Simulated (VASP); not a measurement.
# P in VASP: single point with PBE+D3(BJ)

Aim: the single point of P with PBE+D3(BJ).

Everything below comes from runs of VASP 6.6.1. Logs are shortened: lines on timing, memory, paths and dates and some standing lists are left out, and cuts for length are marked.

## 1. The cell of the first run

The cell holds a sheet with vacuum, 8 atoms: a = 6.530 Å, b = 3.240 Å, c = 34.679 Å, α = 90.00°, β = 90.00°, γ = 118.85°.

## 2. Single point, PBE+D3(BJ)

The input, INCAR:

```
SYSTEM = P
ALGO = Normal ; DIPOL = 0.5 0.5 0.288
EDIFF = 1E-6 ; ENCUT = 520
GGA = PE ; IDIPOL = 3
ISIF = 2 ; ISMEAR = 0
IVDW = 12 ; LASPH = .TRUE.
LCHARG = .FALSE. ; LDIPOL = .TRUE.
LREAL = .FALSE. ; LWAVE = .FALSE.
NBANDS = 30 ; NELM = 100
PREC = Accurate ; SIGMA = 0.1
```

The input, KPOINTS:

```
k-points
0
G
  6 6 1
  0 0 0
```

The input, POSCAR:

```
P
1.0
    6.5294065945      0.0797982658      0.0000000000
   -1.5977975503      2.8188889561      0.0000000000
    0.0000000000      0.0000000000     34.6790344000
P
8
Direct
    0.3473606473      0.4181071555      0.2394271621
    0.8156785930      0.3005760379      0.2434517194
    0.1869274164      0.6875280681      0.1950920817
    0.6660607154      0.6457184270      0.2069768001
    0.1984927752      0.7285709792      0.3686523580
    0.6564043975      0.6221778881      0.3794896705
    0.4680562227     -0.0952882769      0.3337491099
   -0.0056474343      0.0259430545      0.3400304038
```

Potentials or basis: VASP PAW PBE potentials, release 64 (P).

Run with:

```console
$ cat potpaw_PBE.64/P/POTCAR > POTCAR
$ mpirun -np 1 vasp_std > vasp.out
```

OUTCAR:

```text
SYSTEM = P
   EDIFF = 1E-6
   ENCUT = 520
   GGA = PE
   ISIF = 2
   ISMEAR = 0
   IVDW = 12
   LASPH = .TRUE.
   LREAL = .FALSE.
   NELM = 100
   PREC = Accurate
 IVDW          = 12

 ion  position               nearest neighbor table
   1  0.347  0.418  0.239-   4 2.16   3 2.26   3 2.58
   2  0.816  0.301  0.243-   4 2.20   4 2.25   3 2.71
   3  0.187  0.688  0.195-   1 2.26   1 2.58   2 2.71
   4  0.666  0.646  0.207-   1 2.16   2 2.20   2 2.25
   5  0.198  0.729  0.369-   7 1.98   8 2.22   8 2.24
   6  0.656  0.622  0.379-   8 2.38   7 2.44   7 2.58
   7  0.468  0.905  0.334-   5 1.98   6 2.44   6 2.58
   8  0.994  0.026  0.340-   5 2.22   5 2.24   6 2.38

  Warning from LATTYP: Monoclinic adjustment (A1->A3, A2->A1, A3->A2)!
  Warning from LATTYP: Got some problem with cell dimensions!
  Tried to take original basis but could not verify dimensions!
  LATTYP: Found a simple monoclinic cell.
 ALAT       =     3.2402302323
 B/A-ratio  =    10.7026451559
 C/A-ratio  =     1.7654349396
 COS(beta)  =    -0.0157193017

  Lattice vectors:

 A1 = (  -1.5977975503,   2.8188889561,   0.0000000000)
 A2 = (   0.0000000000,   0.0000000000, -34.6790344000)
 A3 = (  -4.9316090442,  -2.8986872219,   0.0000000000)

Analysis of symmetry for initial positions (statically):
=====================================================================
 Subroutine PRICEL returns:
 Original cell was already a primitive cell.

 Routine SETGRP: Setting up the symmetry group for a
 simple monoclinic supercell.

 Subroutine GETGRP returns: Found  1 space group operations
 (whereof  1 operations were pure point group operations)
 out of a pool of  4 trial point group operations.

The static configuration has the point symmetry C_1 .

Analysis of symmetry for dynamics (positions and initial velocities):
=====================================================================
 Subroutine PRICEL returns:
 Original cell was already a primitive cell.

 Routine SETGRP: Setting up the symmetry group for a
 simple monoclinic supercell.

 Subroutine GETGRP returns: Found  1 space group operations
 (whereof  1 operations were pure point group operations)
 out of a pool of  4 trial point group operations.

The dynamic configuration has the point symmetry C_1 .

 Subroutine INISYM returns: Found  1 space group operations
 (whereof  1 operations are pure point group operations),
 and found     1 'primitive' translations

----------------------------------------------------------------------------------------

[... 115 lines left out ...]
   EFERMI_NEDOS =   21; number of points for ismear=-14 and -15
   IALGO  =     38    algorithm
   IMIX   =      4    mixing-type and parameters
     AMIX     =   0.40;   BMIX     =  1.00
     AMIX_MAG =   1.60;   BMIX_MAG =  1.00
  volume/ion in A,a.u.               =      80.34       542.15
  Fermi-wavevector in a.u.,A,eV,Ry     =   0.648768  1.225993  5.726686  0.420900
  Thomas-Fermi vector in A             =   1.717507
   LORBIT       =      0    0 simple, 1 ext, 2 COOP (PROOUT), +10 PAW based schemes
   GGA     = PE    functional components
   LHFCALC =     F    Hartree Fock is set to
   AEXX    =    0.0000 exact exchange contribution
   IVDW    =    12    specifies the selected vdW correction
   LEPSILON=     F    determine dielectric tensor
   LRPA    =     F    only Hartree local field effects (RPA)
 non-spin polarized calculation
 Gauss-broadening in eV      SIGMA  =   0.10
  energy-cutoff  :      520.00
  volume of cell :      642.71
 maximum number of plane-waves:     17394
 NGX is ok and might be reduce to    50
   NGX = 25   NGY = 13   NGZ =129

 dipolmoment           0.000000      0.000000     -0.005318 electrons x Angstroem

 number of electron      39.9999997 magnetization

 dipolmoment           0.000000      0.000000      0.008766 electrons x Angstroem

 Free energy of the ion-electron system (eV)
  ---------------------------------------------------
  ext. energy  EPLUGINS =         0.00000000
  ---------------------------------------------------
  free energy    TOTEN  =       -40.39666949 eV

  energy without entropy =      -40.39066181  energy(sigma->0) =      -40.39366565

 E-fermi :  -2.1590     XC(G=0):  -2.8073

 val. band max:       -2.2810297424   @ k =   0.0000   0.0000   0.0000
 cond. band min:      -2.1300366759   @ k =   0.0000   0.0000   0.0000
 fundamental gap:      0.1509930665
 Fermi energy:        -2.1589727828

 k-point     1 :       0.0000    0.0000    0.0000
  band No.  band energies     occupation
      1     -17.4944      2.00000
      2     -17.0987      2.00000
      3     -14.0285      2.00000
      4     -13.6366      2.00000
      5     -12.7948      2.00000
      6     -11.5473      2.00000
[... 649 lines left out ...]
     29       1.8697      0.00000
     30       2.4065      0.00000

------------------------ aborting loop because EDIFF is reached ----------------------------------------

 vacuum level on the upper side and lower side of the slab       (xc-potential included)         0.037        -0.048

 Edisp (eV)   -2.07460

 E8    (eV) :    -0.8125

  FORCE on cell =-STRESS in cart. coord.  units (eV):
  Direction    XX          YY          ZZ          XY          YZ          ZX
  --------------------------------------------------------------------------------------
  -------------------------------------------------------------------------------------
  Total       2.88823    -1.80004    -5.32073    -0.47488    -3.73056    -2.99507
  in kB       7.19988    -4.48721   -13.26371    -1.18380    -9.29968    -7.46621
  external pressure =       -3.52 kB  Pullay stress =        0.00 kB

 VOLUME and BASIS-vectors are now :
 -----------------------------------------------------------------------------
  energy-cutoff  :      520.00
  volume of cell :      642.71
      direct lattice vectors                 reciprocal lattice vectors
     6.529406595  0.079798266  0.000000000     0.152099636  0.086212841  0.000000000
    -1.597797550  2.818888956  0.000000000    -0.004305699  0.352309147  0.000000000
     0.000000000  0.000000000 34.679034400     0.000000000  0.000000000  0.028835866

 POSITION                                       TOTAL-FORCE (eV/Angst)
 -----------------------------------------------------------------------------------
      1.60001      1.20632      8.30310        -0.924286     -1.683437     -1.473172
      4.84564      0.91238      8.44267         1.469666      0.575296     -1.305052
      0.12199      1.95298      6.76561        -0.806457      0.497601      3.001587
      3.31725      1.87336      7.17776         0.244517      0.601595     -0.195698
      0.13193      2.06960     12.78451        -3.093898     -1.603589      2.963846
      3.29182      1.80623     13.16034        -0.200509     -0.228150     -2.654979
      1.61058      2.58763     11.57410         4.031318      2.278517     -0.339156
      6.45108      0.15248     11.79193        -0.720350     -0.437832      0.002624
 -----------------------------------------------------------------------------------
    total drift:                                0.000439      0.000219     -0.000091

  FREE ENERGIE OF THE ION-ELECTRON SYSTEM (eV)
  ---------------------------------------------------
  free  energy   TOTEN  =       -42.4712699612 eV

  energy  without entropy=      -42.4652622829  energy(sigma->0) =      -42.46826612

 vacuum level on the upper side and lower side of the slab         2.668         2.583
```

stdout:

```text
POSCAR found type information on POSCAR P
 POSCAR found :  1 types and       8 ions
 scaLAPACK will be used
 LDA part: xc-table for (Slater+PW92), standard interpolation
 POSCAR, INCAR and KPOINTS ok, starting setup
 FFT: planning ... GRIDC
 FFT: planning ... GRID_SOFT
 FFT: planning ... GRID
 WAVECAR not read
 entering main loop
```

It took 8.8 min on 1 thread of Oxide Virtual Turin-like, shared host; peak memory 0.75 GiB.

Results:

| Property | Result |
| --- | --- |
| Free energy | -42.4713 eV |
| Largest force | 4.643 eV/Å |
| Band gap on the k mesh | 0.02 eV (least direct gap 0.85 eV) |
| Dispersion energy per atom | -0.259 eV |

Forces on the atoms (eV/Å):
```
P   -0.924 -1.683 -1.473
P    1.470  0.575 -1.305
P   -0.806  0.498  3.002
P    0.245  0.602 -0.196
P   -3.094 -1.604  2.964
P   -0.201 -0.228 -2.655
P    4.031  2.279 -0.339
P   -0.720 -0.438  0.003
```

Levels at points of the mesh, in eV from the valence-band top:
```csv
k point,band 16,band 17,band 18,band 19,band 20,band 21,band 22,band 23,band 24,band 25
"(0.00, 0.00, 0.00)",-1.73,-0.97,-0.80,-0.15,0.00,0.95,1.27,1.58,2.04,2.47
"(0.50, 0.00, 0.00)",-2.02,-1.10,-1.02,-0.74,-0.51,0.46,0.91,1.66,1.79,2.50
"(0.00, 0.50, 0.00)",-2.96,-2.75,-2.23,-2.17,-1.97,0.13,0.48,0.90,1.10,1.48
"(0.50, 0.50, 0.00)",-3.75,-2.28,-1.85,-1.75,-1.55,0.46,0.68,1.22,1.64,2.33
```

Caveat: the smearing spreads over this small gap.

The gap in the log of VASP goes by the Fermi energy; the results here count the filled bands.